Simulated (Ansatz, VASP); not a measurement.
## CuI: VASP beside Ansatz

INCAR

```
PREC = Accurate ; ENCUT = 520
EDIFF = 1E-6 ; ISMEAR = 0
SIGMA = 0.01 ; LREAL = F
LASPH = T ; NELM = 60
ALGO = Normal ; ISIF = 2
LWAVE = F ; LCHARG = T
GGA = PE ; LELF = T
LVHAR = T ; NBANDS = 16
```

KPOINTS

```
Automatic mesh
0
Gamma
  8 8 8
```

File POSCAR:

```
CuI
1.0
    0.0000000000      3.0390034065      3.0390034065
    3.0390034065      0.0000000000      3.0390034065
    3.0390034065      3.0390034065      0.0000000000
Cu I
1 1
Direct
    0.2500000000      0.2500000000      0.2500000000
    0.0000000000      0.0000000000      0.0000000000
```

Input for Ansatz:

```yaml
crystal:
  lattice:
    - [0.0, 3.0390034018, 3.0390034018]
    - [3.0390034018, 0.0, 3.0390034018]
    - [3.0390034018, 3.0390034018, 0.0]
  atoms:
    - { symbol: Cu, position: [0.25, 0.25, 0.25] }
    - { symbol: I, position: [0.0, 0.0, 0.0] }
basis:
  ecutwfc: 420
  xc_grid: 2
kpoints:
  mp_grid: { grid: [8, 8, 8] }
  band_path: { path: [VBM, CBM], npoints: 2 }
hamiltonian:
  xc: pbe
scf:
  occupations: { method: gaussian, width: 0.01 }
output:
  forces: true
  stress: true
  eigenvalues: true
```

Alike in both runs: task single point; functional PBE; k mesh 8 × 8 × 8; occupations gaussian, width 0.01 eV; no spin polarisation.

```csv
,VASP,Ansatz
version,VASP 6.6.1,Ansatz 0.2.0
potentials or method,"VASP PAW PBE potentials, release 64 (Cu, I), cutoff 520 eV","scalar-relativistic, plane waves, PAW"
valence electrons in the cell,18,36
```

```csv
,VASP,Ansatz,Ansatz less VASP
gap on the k mesh at the Fermi level (eV),1.12,1.10,-0.022
least direct gap on the mesh (eV),1.12,1.10,-0.022
pressure (GPa),0.0,0.0,-0.01
```

With one functional, cell and mesh, what is left measures potentials, basis and numerics. VASP's potentials hold 18 valence electrons a cell and Ansatz's 36, so a difference there can come from the potentials and not from the codes.

Spin-orbit coupling is off throughout.
